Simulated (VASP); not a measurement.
Set up this calculation in VASP 6.6.1, as the native input.

```yaml
Task: single point
Functional: PBEsol
Potentials_or_basis: VASP PAW PBE potentials, release 64 (Ti_sv)
Cutoff: 520 eV
k_mesh: 20 × 20 × 20
Occupations: gaussian, width 0.15 eV
Spin: no spin polarisation
Dipole_correction: no
Further_INCAR_settings: ALGO = Normal; EDIFF = 1e-06; NBANDS = 12
```

The structure of Ti lies in POSCAR:

```
Ti
1.0
   -1.6902300000      1.6902300000      1.6902300000
    1.6902300000     -1.6902300000      1.6902300000
    1.6902300000      1.6902300000     -1.6902300000
Ti
1
Direct
    0.0000000000      0.0000000000      0.0000000000
```

This cell differs from its parent crystal: strain +0.030 along x and y, +0.030 along z.

These files were run (other wordings do the same):

INCAR

```
PREC     = Accurate       # precision mode
ENCUT    = 520            # plane-wave cutoff, eV
EDIFF    = 1E-6           # SCF threshold, eV
ISMEAR   = 0              # smearing method
SIGMA    = 0.15           # smearing width, eV
LREAL    = F              # projectors in reciprocal space
LASPH    = T              # aspherical terms in the spheres
NELM     = 60             # most SCF steps
ALGO     = Normal         # electronic algorithm
ISIF     = 2              # what is computed and relaxed
LWAVE    = F              # write WAVECAR
LCHARG   = T              # write CHGCAR
GGA      = PS             # functional
LELF     = T              # ELF
LVHAR    = T            
NBANDS   = 12             # bands
```

KPOINTS

```
regular mesh
0
Gamma
  20 20 20
```

Potentials or basis: VASP PAW PBE potentials, release 64 (Ti_sv).

Launch:

```console
$ cat potpaw_PBE.64/Ti_sv/POTCAR > POTCAR
$ mpirun -np 1 vasp_std > vasp.out
```

Results of the run:

The pressure is -13.5 GPa and the band gap on the k mesh is zero (band 6 reaches 7.79 eV, above the bottom of band 7 at 6.33 eV).

Caveat: the cell differs from its parent crystal (strain +0.030 along x and y, +0.030 along z); the PAW data sets were made with another functional, which shifts forces and pressure a little.

Wall time 16 s on 1 thread of Intel(R) Xeon(R) 6975P-C (Granite Rapids), with other jobs on the host, peak memory 0.17 GiB.
